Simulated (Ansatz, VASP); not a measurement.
One calculation of ScF5, two programs

The input INCAR:

```
SYSTEM = ScF5
  ALGO = Normal
  EDIFF = 1E-7
  EDIFFG = -0.04
  ENCUT = 600
  GGA = PE
  IBRION = 2
  ISIF = 3
  ISMEAR = 0
  ISPIN = 2
  LASPH = .TRUE.
  LCHARG = .FALSE.
  LMAXMIX = 4
  LORBIT = 11
  LREAL = .FALSE.
  LWAVE = .FALSE.
  MAGMOM = 0 1 1 1 1 1
  NELM = 150
  NSW = 90
  PREC = Accurate
  SIGMA = 0.1
```

KPOINTS

```
k-points
0
G
  4 4 4
  0 0 0
```

Contents of POSCAR:

```
ScF5
1.0
    4.1808404800      0.0000000000      0.0000000000
    0.0000000000      4.1808404800      0.0000000000
    0.0000000000      0.0000000000      4.6289087200
Sc F
1 5
Direct
    0.5000000000      0.5000000000      0.0000000000
    0.0000000000      0.5000000000      0.0000000000
    0.5000000000      0.0000000000      0.0000000000
    0.0000000000      0.5000000000      0.5000000000
    0.5000000000      0.0000000000      0.5000000000
    0.0000000000      0.0000000000      0.0000000000
```

Input for Ansatz:

```yaml
crystal:
  lattice:
    - [4.18084048, 0.0, 0.0]
    - [0.0, 4.18084048, 0.0]
    - [0.0, 0.0, 4.62890872]
  atoms:
    - { symbol: Sc, position: [0.5, 0.5, 0.0] }
    - { symbol: F, position: [0.0, 0.5, 0.0], spin: 1.0 }
    - { symbol: F, position: [0.5, 0.0, 0.0], spin: 1.0 }
    - { symbol: F, position: [0.0, 0.5, 0.5], spin: 1.0 }
    - { symbol: F, position: [0.5, 0.0, 0.5], spin: 1.0 }
    - { symbol: F, position: [0.0, 0.0, 0.0], spin: 1.0 }
basis:
  ecutwfc: 420
kpoints:
  mp_grid: { grid: [4, 4, 4] }
hamiltonian:
  xc: pbe
scf:
  occupations: { method: gaussian, width: 0.1 }
  lower_state_search: "off"
output:
  forces: true
  stress: true
  eigenvalues: true
  populations: true
magnetization:
  spin_polarized: true
relax:
  adjacent_minimum: "off"
  f_tol: 0.04
  max_steps: 70
  cell: { stress_tol: 0.4 }
```

Alike in both runs: task relaxation of cell and atoms; functional PBE; k mesh 4 × 4 × 4; occupations gaussian, width 0.1 eV; collinear spin.

|  | VASP | Ansatz |
| --- | --- | --- |
| version | VASP 6.6.1 | Ansatz 0.2.0 |
| potentials or method | VASP PAW PBE potentials, release 64 (Sc_sv, F), cutoff 600 eV | scalar-relativistic, plane waves, PAW |
| valence electrons in the cell | 46 | 46 |

VASP gave:

* gap on the k mesh at the Fermi level, each at its own relaxed structure (eV): none
* net moment per atom (μB): 0.33
* size of the moment on the site where the two differ most (μB): 0.41
* relaxed volume (Å³/atom): 13.62
* relaxed length of the cell vector where the two differ most in proportion (Å): 4.755

Problem. What did Ansatz give for the same quantities?

Solution. gap on the k mesh at the Fermi level, each at its own relaxed structure (eV): none; net moment per atom (μB): 0.33; size of the moment on the site where the two differ most (μB): 0.49; relaxed volume (Å³/atom): 14.22; relaxed length of the cell vector where the two differ most in proportion (Å): 5.018.

Site moments also hang on the region over which each program counts them. A gap of «none» marks a metal or a gap that the smearing closes. One of these differences is far larger than is usual between the two programs; its cause wasn't traced.

The k mesh is coarse, so the values compare programs but aren't converged.
